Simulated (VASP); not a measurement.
Write the native input for VASP 6.6.1 that does the following.

* Task: relaxation of cell and atoms
* Functional: PBE
* Potentials or basis: VASP PAW PBE potentials, release 64 (Fe, Pb_d)
* Cutoff: 600 eV
* k mesh: 12 × 12 × 12
* Occupations: gaussian, width 0.1 eV
* Spin: collinear spin, ferromagnetic start
* Starting moments: [3.07, 0.0] μB
* Dipole correction: no
* Further INCAR settings: ALGO = Normal; EDIFF = 1e-06; IBRION = 2; EDIFFG = -0.01; NSW = 100; ISIF = 3

The structure of FePb lies in POSCAR:

```
FePb
1.0
    3.3846257580      0.0000000000      0.0000000000
    0.0000000000      3.3846257580      0.0000000000
    0.0000000000      0.0000000000      3.3846257580
Fe Pb
1 1
Direct
    0.0000000000      0.0000000000      0.0000000000
    0.5000000000      0.5000000000      0.5000000000
```

These files were run (other wordings do the same):

INCAR

```
PREC     = Accurate       # precision mode
ENCUT    = 600            # plane-wave cutoff, eV
EDIFF    = 1E-6           # SCF threshold, eV
ISMEAR   = 0              # smearing method
SIGMA    = 0.1            # smearing width, eV
LREAL    = False          # projectors in reciprocal space
LASPH    = True           # aspherical terms in the spheres
NELM     = 150            # most SCF steps
ALGO     = Normal         # electronic algorithm
ISIF     = 3              # what is computed and relaxed
LWAVE    = False          # write WAVECAR
LCHARG   = False          # write CHGCAR
ISPIN    = 2              # spin polarisation
MAGMOM   = 3.07 0         # initial moments
LORBIT   = 11             # projections on sites
LMAXMIX  = 4              # l up to which the mixer works
GGA      = PE             # functional
IBRION   = 2              # ionic algorithm
NSW      = 100            # ionic steps
EDIFFG   = -0.01          # ionic threshold
```

KPOINTS

```
regular mesh
0
Gamma
  12 12 12
```

Potentials or basis: VASP PAW PBE potentials, release 64 (Fe, Pb_d).

Command:

```sh
$ cat potpaw_PBE.64/Fe/POTCAR potpaw_PBE.64/Pb_d/POTCAR > POTCAR
$ mpirun -np 1 vasp_std > vasp.out
```

Results of the run:

| Item | Value |
| --- | --- |
| Relaxed volume | 19.59 Å³/atom |
| Relaxed cell | a = 3.396 Å, b = 3.396 Å, c = 3.396 Å, α = 90.00°, β = 90.00°, γ = 90.00° |
| Space group after relaxing (to 0.05 Å) | Pm-3m (No. 221) |
| Energy gained by relaxing | 0.5 meV/atom |
| Ionic steps | 3 |
| Pressure after relaxing | 0.0 GPa |
| Net moment | 2.56 μB per cell |
| Site moments | Fe +2.66; Pb -0.06 μB |
| Valence electrons inside the program's atomic spheres | Fe 6.83; Pb 12.08 |

Run time: 3 min on 1 thread of Intel(R) Xeon(R) Platinum 8259CL CPU @ 2.50GHz (Skylake/Cascade Lake) (shared host), peak memory 0.26 GiB.
